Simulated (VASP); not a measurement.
# AlN (Cmc2_1) in VASP: a series of runs

The runs below take AlN through single point, with r2SCAN.

Everything below comes from runs of VASP 6.6.1. Logs are shortened: lines on timing, memory, paths and dates and some standing lists are left out, and cuts for length are marked.

## (1) The cell of the first run

It takes space group Cmc2_1 (No. 36, orthorhombic). Conventional cell: a = 3.111 Å, b = 5.388 Å, c = 4.978 Å, α = 90.00°, β = 90.00°, γ = 90.00°. Within 2.5 Å of Al (site symmetry m) lie 4 N at 1.87 to 1.93 Å. N (site symmetry m) has 4 Al at 1.87 to 1.93 Å within 2.5 Å.

## (2) Single point, r2SCAN (atoms displaced along a vibrational mode)

Contents of POSCAR:

```
AlN
1.0
    3.1110021516      0.0000000000      0.0000000000
   -1.5555010758      2.6942068945      0.0000000000
    0.0000000000      0.0000000000      4.9780000000
Al N
2 2
Direct
    0.3556033380      0.7112066759      0.0000000000
    0.6443966620      0.2887933241      0.5000000000
    0.3138210851      0.6276421701      0.3850000000
    0.6861789149      0.3723578299      0.8850000000
```

Contents of INCAR.step1:

```
SYSTEM = AlN
PREC = Accurate
ENCUT = 520
ISMEAR = 0
SIGMA = 0.05
LREAL = .False.
LASPH = .True.
NELM = 80
NBANDS = 16
GGA = PE
ALGO = Normal
EDIFF = 1E-4
LWAVE = .True.
LCHARG = .False.
```

Contents of INCAR.step2:

```
SYSTEM = AlN
PREC = Accurate
ENCUT = 520
EDIFF = 1E-6
ISMEAR = 0
SIGMA = 0.05
LREAL = .False.
LASPH = .True.
NELM = 80
ALGO = Normal
ISIF = 2
LWAVE = .False.
LCHARG = .False.
METAGGA = R2SCAN
LMIXTAU = .True.
NBANDS = 16
ISTART = 1
```

Contents of KPOINTS:

```
Automatic mesh
0
Gamma
  12 12 6
  0 0 0
```

Potentials or basis: VASP PAW PBE potentials, release 64 (Al, N).

The run is started by

```
cat potpaw_PBE.64/Al/POTCAR potpaw_PBE.64/N/POTCAR > POTCAR
cp INCAR.step1 INCAR
mpirun -np 1 vasp_std > vasp.out
cp INCAR.step2 INCAR
mpirun -np 1 vasp_std > vasp.out
```

OUTCAR:

```text
SYSTEM = AlN
   PREC = Accurate
   ENCUT = 520
   EDIFF = 1E-6
   ISMEAR = 0
   LREAL = .False.
   LASPH = .True.
   NELM = 80
   ISIF = 2
   METAGGA = R2SCAN
   ISTART = 1

 ion  position               nearest neighbor table
   1  0.356  0.711  0.000-   4 1.87   4 1.89   4 1.89   3 1.93   2 2.94   2 2.94   2 3.15   2 3.15
                             2 3.15   2 3.15
   2  0.644  0.289  0.500-   3 1.87   3 1.89   3 1.89   4 1.93   1 2.94   1 2.94   1 3.15   1 3.15
                             1 3.15   1 3.15
   3  0.314  0.628  0.385-   2 1.87   2 1.89   2 1.89   1 1.93
   4  0.686  0.372  0.885-   1 1.87   1 1.89   1 1.89   2 1.93

  LATTYP: Found a hexagonal cell.
 ALAT       =     3.1110021516
 C/A-ratio  =     1.6001274694

  Lattice vectors:

 A1 = (   3.1110021516,   0.0000000000,   0.0000000000)
 A2 = (  -1.5555010758,   2.6942068945,   0.0000000000)
 A3 = (   0.0000000000,   0.0000000000,   4.9780000000)

Analysis of symmetry for initial positions (statically):
=====================================================================
 Subroutine PRICEL returns:
 Original cell was already a primitive cell.

 Routine SETGRP: Setting up the symmetry group for a
 hexagonal supercell.

 Subroutine GETGRP returns: Found  4 space group operations
 (whereof  2 operations were pure point group operations)
 out of a pool of 24 trial point group operations.

The static configuration has the point symmetry C_1h.
 The point group associated with its full space group is C_2v.

Analysis of symmetry for dynamics (positions and initial velocities):
=====================================================================
 Subroutine PRICEL returns:
 Original cell was already a primitive cell.

 Routine SETGRP: Setting up the symmetry group for a
 hexagonal supercell.

 Subroutine GETGRP returns: Found  4 space group operations
 (whereof  2 operations were pure point group operations)
 out of a pool of 24 trial point group operations.

The dynamic configuration has the point symmetry C_1h.
 The point group associated with its full space group is C_2v.

 Subroutine INISYM returns: Found  4 space group operations
 (whereof  2 operations are pure point group operations),
 and found     1 'primitive' translations

----------------------------------------------------------------------------------------

                                     Primitive cell

  volume of cell :      41.7240

  direct lattice vectors                    reciprocal lattice vectors
     3.111002152  0.000000000  0.000000000     0.321439829  0.185583372  0.000000000
    -1.555501076  2.694206895  0.000000000     0.000000000  0.371166744  0.000000000
     0.000000000  0.000000000  4.978000000     0.000000000  0.000000000  0.200883889

  length of vectors
     3.111002152  3.111002152  4.978000000     0.371166744  0.371166744  0.200883889

  position of ions in fractional coordinates (direct lattice)
     0.355603338  0.711206676  0.000000000
     0.644396662  0.288793324  0.500000000
     0.313821085  0.627642170  0.385000000
     0.686178915  0.372357830  0.885000000

  ion indices of the primitive-cell ions
   primitive index   ion index
                 1           1
                 2           2
                 3           3
                 4           4

----------------------------------------------------------------------------------------

 KPOINTS: Automatic mesh

Automatic generation of k-mesh.
 Grid dimensions read from file:
 generate k-points for:   12   12    6

 Generating k-lattice:

  Cartesian coordinates                     Fractional coordinates (reciprocal lattice)
     0.026786652  0.015465281  0.000000000     0.083333333  0.000000000  0.000000000
     0.000000000  0.030930562  0.000000000     0.000000000  0.083333333  0.000000000
     0.000000000  0.000000000  0.033480648     0.000000000  0.000000000  0.166666667

  Length of vectors
     0.030930562  0.030930562  0.033480648

  Shift w.r.t. Gamma in fractional coordinates (k-lattice)
     0.000000000  0.000000000  0.000000000

[... 49 lines left out ...]
 Fermi energy:         6.2820382720

 k-point     1 :       0.0000    0.0000    0.0000
  band No.  band energies     occupation
      1     -10.0575      2.00000
      2      -7.9321      2.00000
      3      -0.1191      2.00000
      4       4.9563      2.00000
      5       5.0347      2.00000
      6       5.4479      2.00000
[... 8 lines left out ...]
     15      20.1564      0.00000
     16      20.3922      0.00000

 k-point     2 :       0.0833    0.0000    0.0000
  band No.  band energies     occupation
      1      -9.9681      2.00000
      2      -7.8831      2.00000
      3      -0.0107      2.00000
      4       4.5804      2.00000
      5       4.8871      2.00000
      6       5.2412      2.00000
[... 8 lines left out ...]
     15      19.9774      0.00000
     16      20.3064      0.00000

 k-point     3 :       0.0000    0.0833    0.0000
  band No.  band energies     occupation
      1      -9.9691      2.00000
      2      -7.8799      2.00000
      3      -0.0132      2.00000
      4       4.5718      2.00000
      5       4.8538      2.00000
      6       5.1072      2.00000
[... 8 lines left out ...]
     15      20.1248      0.00000
     16      20.3986      0.00000

 k-point     4 :       0.1667   -0.0000    0.0000
  band No.  band energies     occupation
      1      -9.7080      2.00000
      2      -7.7502      2.00000
      3       0.3089      2.00000
      4       3.6182      2.00000
      5       4.3616      2.00000
      6       4.6273      2.00000
[... 8 lines left out ...]
     15      19.4755      0.00000
     16      19.8350      0.00000
[... 324 lines left out ...]
 k-point    22 :       0.3333    0.0833    0.0000
  band No.  band energies     occupation
      1      -8.5127      2.00000
      2      -7.3935      2.00000
      3       1.1209      2.00000
      4       1.8541      2.00000
      5       2.0804      2.00000
      6       3.7360      2.00000
[... 8 lines left out ...]
     15      19.4091      0.00000
     16      22.1483      0.00000

 k-point    23 :      -0.0833    0.4167    0.0000
  band No.  band energies     occupation
      1      -8.5623      2.00000
      2      -7.2964      2.00000
      3       0.7207      2.00000
      4       1.8182      2.00000
      5       2.2602      2.00000
      6       3.7271      2.00000
[... 8 lines left out ...]
     15      19.9719      0.00000
     16      21.5833      0.00000

 k-point    24 :      -0.4167    0.3333    0.0000
  band No.  band energies     occupation
      1      -8.4999      2.00000
      2      -7.4175      2.00000
      3       1.1391      2.00000
      4       1.9149      2.00000
      5       2.1499      2.00000
      6       3.6426      2.00000
[... 8 lines left out ...]
     15      19.0429      0.00000
     16      21.8357      0.00000

 [... further k-points ...]

------------------------ aborting loop because EDIFF is reached ----------------------------------------

  FORCE on cell =-STRESS in cart. coord.  units (eV):
  Direction    XX          YY          ZZ          XY          YZ          ZX
  --------------------------------------------------------------------------------------
  -------------------------------------------------------------------------------------
  Total        0.0038079     -0.6064649     -0.4070947      0.0000000      0.0000000      0.0000000
  in kB        0.1462220    -23.2878893    -15.6321921      0.0000000      0.0000000      0.0000000
  external PRESSURE =     -12.9246198 kB  Pullay stress =       0.0000000 kB

 VOLUME and BASIS-vectors are now :
 -----------------------------------------------------------------------------
  energy-cutoff  :      520.00
  volume of cell :       41.72
      direct lattice vectors                 reciprocal lattice vectors
     3.111002152  0.000000000  0.000000000     0.321439829  0.185583372  0.000000000
    -1.555501076  2.694206895  0.000000000     0.000000000  0.371166744  0.000000000
     0.000000000  0.000000000  4.978000000     0.000000000  0.000000000  0.200883889

 POSITION                                       TOTAL-FORCE (eV/Angst)
 -----------------------------------------------------------------------------------
      0.00000      1.91614      0.00000        -0.000000     -0.828807      0.275909
      1.55550      0.77807      2.48900         0.000000      0.828807      0.275909
      0.00000      1.69100      1.91653         0.000000      0.316113     -0.275909
      1.55550      1.00321      4.40553         0.000000     -0.316113     -0.275909
 -----------------------------------------------------------------------------------
    total drift:                                0.000000     -0.000000      0.001475

  FREE ENERGIE OF THE ION-ELECTRON SYSTEM (eV)
  ---------------------------------------------------
  free  energy   TOTEN  =       -38.3213584535 eV

  energy  without entropy=      -38.3213584535  energy(sigma->0) =      -38.32135845
```

It took 5.5 min on 1 thread of Intel Xeon 8259CL, shared host; peak memory 0.23 GiB.

What came out:

* Free energy: -38.3214 eV
* Pressure: -1.3 GPa
* Largest force: 0.874 eV/Å
* Band gap on the k mesh: 4.67 eV

Forces on the atoms (eV/Å):
```
Al   0.000 -0.829  0.276
Al   0.000  0.829  0.276
N    0.000  0.316 -0.276
N    0.000 -0.316 -0.276
```

Stress tensor (GPa, compression positive):
```
 0.01  0.00  0.00
 0.00 -2.33  0.00
 0.00  0.00 -1.56
```

Levels at points of the mesh, in eV from the valence-band top:
```csv
k point,band 4,band 5,band 6,band 7,band 8,band 9,band 10,band 11,band 12,band 13
"(0.00, 0.00, 0.00)",-1.10,-1.02,-0.60,-0.21,0.00,4.67,7.33,11.28,11.37,12.41
"(0.50, 0.00, 0.00)",-4.48,-3.36,-2.31,-2.02,-0.95,6.31,6.69,8.81,10.59,11.87
"(0.00, 0.50, 0.00)",-4.23,-3.70,-2.27,-1.38,-0.80,5.52,6.61,8.69,10.86,11.61
"(0.00, 0.00, 0.50)",-3.46,-0.79,-0.79,-0.67,-0.67,7.01,7.01,11.06,11.06,12.13
"(0.50, 0.00, 0.50)",-5.83,-1.78,-1.78,-1.27,-1.27,5.69,5.69,9.93,9.93,12.41
"(0.00, 0.50, 0.50)",-5.78,-1.66,-1.66,-1.61,-1.61,6.02,6.02,9.71,9.71,13.00
```

Caveat: the cell differs from its parent crystal (atoms displaced along a vibrational mode); the PAW data sets were made with another functional, which shifts forces and pressure a little. A k mesh can miss the band edges.

## (3) Single point, r2SCAN (atoms displaced along a vibrational mode)

Contents of POSCAR:

```
AlN
1.0
    3.1110021516      0.0000000000      0.0000000000
   -1.5555010758      2.6942068945      0.0000000000
    0.0000000000      0.0000000000      4.9780000000
Al N
2 2
Direct
    0.3166308299      0.6332616597      0.0000000000
    0.6833691701      0.3667383403      0.5000000000
    0.3479675195      0.6959350391      0.3850000000
    0.6520324805      0.3040649609      0.8850000000
```

Contents of INCAR.step1:

```
SYSTEM = AlN
PREC     = Accurate       ! precision mode
ENCUT    = 520            ! plane-wave cutoff, eV
ISMEAR   = 0              ! smearing method
SIGMA    = 0.05           ! smearing width, eV
LREAL    = .FALSE.        ! projectors in reciprocal space
LASPH    = .TRUE.         ! aspherical terms in the spheres
NELM     = 80             ! most SCF steps
NBANDS   = 16             ! bands
GGA      = PE             ! functional
ALGO     = Normal         ! electronic algorithm
EDIFF    = 1E-4           ! SCF threshold, eV
LWAVE    = .TRUE.         ! write WAVECAR
LCHARG   = .FALSE.        ! write CHGCAR
```

Contents of INCAR.step2:

```
SYSTEM = AlN
PREC     = Accurate       ! precision mode
ENCUT    = 520            ! plane-wave cutoff, eV
EDIFF    = 1E-6           ! SCF threshold, eV
ISMEAR   = 0              ! smearing method
SIGMA    = 0.05           ! smearing width, eV
LREAL    = .FALSE.        ! projectors in reciprocal space
LASPH    = .TRUE.         ! aspherical terms in the spheres
NELM     = 80             ! most SCF steps
ALGO     = Normal         ! electronic algorithm
ISIF     = 2              ! what is computed and relaxed
LWAVE    = .FALSE.        ! write WAVECAR
LCHARG   = .FALSE.        ! write CHGCAR
METAGGA  = R2SCAN         ! meta-GGA
LMIXTAU  = .TRUE.       
NBANDS   = 16             ! bands
ISTART   = 1
```

Contents of KPOINTS:

```
regular mesh
0
G
  12 12 6
  0 0 0
```

Potentials or basis: VASP PAW PBE potentials, release 64 (Al, N).

The run is started by

```
cat potpaw_PBE.64/Al/POTCAR potpaw_PBE.64/N/POTCAR > POTCAR
cp INCAR.step1 INCAR
mpirun -np 1 vasp_std > vasp.out
cp INCAR.step2 INCAR
mpirun -np 1 vasp_std > vasp.out
```

Run time: 5.7 min. Hardware: 1 thread of Intel Xeon 8259CL, shared host; peak memory 0.23 GiB.

Results (log left out):

```
Free energy            : -38.3822 eV
Pressure               : -1.2 GPa
Largest force          : 0.584 eV/Å
Band gap on the k mesh : 4.74 eV
```

Forces in eV/Å, atoms in the order of the input:
```
Al   0.000  0.532  0.242
Al   0.000 -0.532  0.242
N    0.000 -0.278 -0.242
N    0.000  0.278 -0.242
```

Stress tensor (GPa, compression positive):
```
-0.72  0.00  0.00
 0.00 -0.94  0.00
 0.00  0.00 -1.88
```

Levels at points of the mesh, in eV from the valence-band top:
```csv
k point,band 5,band 6,band 7,band 8,band 9,band 10,band 11,band 12
"(0.00, 0.00, 0.00)",-0.97,-0.50,-0.24,0.00,4.74,7.39,11.38,11.62
"(0.50, 0.00, 0.00)",-3.55,-2.25,-1.63,-0.83,6.08,6.54,8.74,10.93
"(0.00, 0.50, 0.00)",-3.24,-2.29,-2.14,-0.89,6.28,6.92,9.06,10.98
"(0.00, 0.00, 0.50)",-0.74,-0.74,-0.66,-0.66,7.09,7.09,11.15,11.15
"(0.50, 0.00, 0.50)",-1.72,-1.72,-1.41,-1.41,5.93,5.93,9.88,9.88
"(0.00, 0.50, 0.50)",-1.66,-1.66,-1.31,-1.31,5.75,5.75,9.99,9.99
```

Caveat: the cell differs from its parent crystal (atoms displaced along a vibrational mode); the PAW data sets were made with another functional, which shifts forces and pressure a little. A k mesh can miss the band edges.

## (4) Single point, r2SCAN (atoms displaced along a vibrational mode)

Contents of POSCAR:

```
AlN
1.0
    3.1110021516      0.0000000000      0.0000000000
   -1.5555010758      2.6942068945      0.0000000000
    0.0000000000      0.0000000000      4.9780000000
Al N
2 2
Direct
    0.3528195874      0.7056391748      0.0000000000
    0.6471804126      0.2943608252      0.5000000000
    0.3162601161      0.6325202322      0.3850000000
    0.6837398839      0.3674797678      0.8850000000
```

Contents of INCAR.step1:

```
PREC     = Accurate       # precision mode
ENCUT    = 520            # plane-wave cutoff, eV
ISMEAR   = 0              # smearing method
SIGMA    = 0.05           # smearing width, eV
LREAL    = False          # projectors in reciprocal space
LASPH    = True           # aspherical terms in the spheres
NELM     = 80             # most SCF steps
NBANDS   = 16             # bands
GGA      = PE             # functional
ALGO     = Normal         # electronic algorithm
EDIFF    = 1E-4           # SCF threshold, eV
LWAVE    = True           # write WAVECAR
LCHARG   = False          # write CHGCAR
```

Contents of INCAR.step2:

```
PREC     = Accurate       # precision mode
ENCUT    = 520            # plane-wave cutoff, eV
EDIFF    = 1E-7           # SCF threshold, eV
ISMEAR   = 0              # smearing method
SIGMA    = 0.05           # smearing width, eV
LREAL    = False          # projectors in reciprocal space
LASPH    = True           # aspherical terms in the spheres
NELM     = 80             # most SCF steps
ALGO     = Normal         # electronic algorithm
ISIF     = 2              # what is computed and relaxed
LWAVE    = False          # write WAVECAR
LCHARG   = True           # write CHGCAR
METAGGA  = R2SCAN         # meta-GGA
LMIXTAU  = True         
LELF     = True           # ELF
LVHAR    = True         
NBANDS   = 16             # bands
ISTART   = 1
```

Contents of KPOINTS:

```
Automatic mesh
0
Gamma
  12 12 6
```

The run is started by

```
cat potpaw_PBE.64/Al/POTCAR potpaw_PBE.64/N/POTCAR > POTCAR
cp INCAR.step1 INCAR
mpirun -np 1 vasp_std > vasp.out
cp INCAR.step2 INCAR
mpirun -np 1 vasp_std > vasp.out
```

It took 6.2 min on 1 thread of Intel Xeon Platinum 8259CL at 2.50GHz (Skylake/Cascade Lake), shared host; peak memory 0.23 GiB.

The run converged. Its results:

| Quantity | Value |
| --- | --- |
| Free energy | -38.3524 eV |
| Pressure | -1.2 GPa |
| Largest force | 0.764 eV/Å |
| Band gap on the k mesh | 4.71 eV |

Forces in eV/Å, atoms in the order of the input:
```
Al   0.000 -0.719  0.258
Al   0.000  0.719  0.258
N    0.000  0.280 -0.258
N    0.000 -0.280 -0.258
```

Stress tensor (GPa, compression positive):
```
-0.06  0.00  0.00
 0.00 -1.93  0.00
 0.00  0.00 -1.69
```

Levels at points of the mesh, in eV from the valence-band top:
```csv
k point,band 4,band 5,band 6,band 7,band 8,band 9,band 10,band 11,band 12,band 13
"(0.00, 0.00, 0.00)",-1.07,-1.00,-0.56,-0.21,0.00,4.71,7.36,11.35,11.45,12.36
"(0.50, 0.00, 0.00)",-4.45,-3.36,-2.29,-1.99,-0.92,6.34,6.67,8.85,10.71,11.84
"(0.00, 0.50, 0.00)",-4.23,-3.66,-2.26,-1.42,-0.79,5.65,6.61,8.73,10.92,11.63
"(0.00, 0.00, 0.50)",-3.45,-0.76,-0.76,-0.66,-0.66,7.05,7.05,11.10,11.10,12.16
"(0.50, 0.00, 0.50)",-5.81,-1.75,-1.75,-1.29,-1.29,5.74,5.74,9.96,9.96,12.49
"(0.00, 0.50, 0.50)",-5.76,-1.63,-1.63,-1.60,-1.60,6.02,6.02,9.77,9.77,12.98
```

Caveat: the cell differs from its parent crystal (atoms displaced along a vibrational mode); the PAW data sets were made with another functional, which shifts forces and pressure a little.

## (5) Summary

```tsv
cell	gap on the mesh (eV)	pressure (GPa)	largest force (eV/Å)
as given, atomic positions A	4.67	-1.3	0.87
as given, atomic positions B	4.74	-1.2	0.58
as given, atomic positions C	4.71	-1.2	0.76
```

Alike in all rows: task single point; level r2SCAN; potentials or basis VASP PAW PBE potentials, release 64 (Al, N); no spin polarisation; k mesh 12 × 12 × 6; cutoff (eV) 520; smearing gaussian 0.05 eV.

Caveats: the PAW data sets were made with another functional, which shifts forces and pressure a little.

Absolute energies hang on the potentials; compare differences alone.
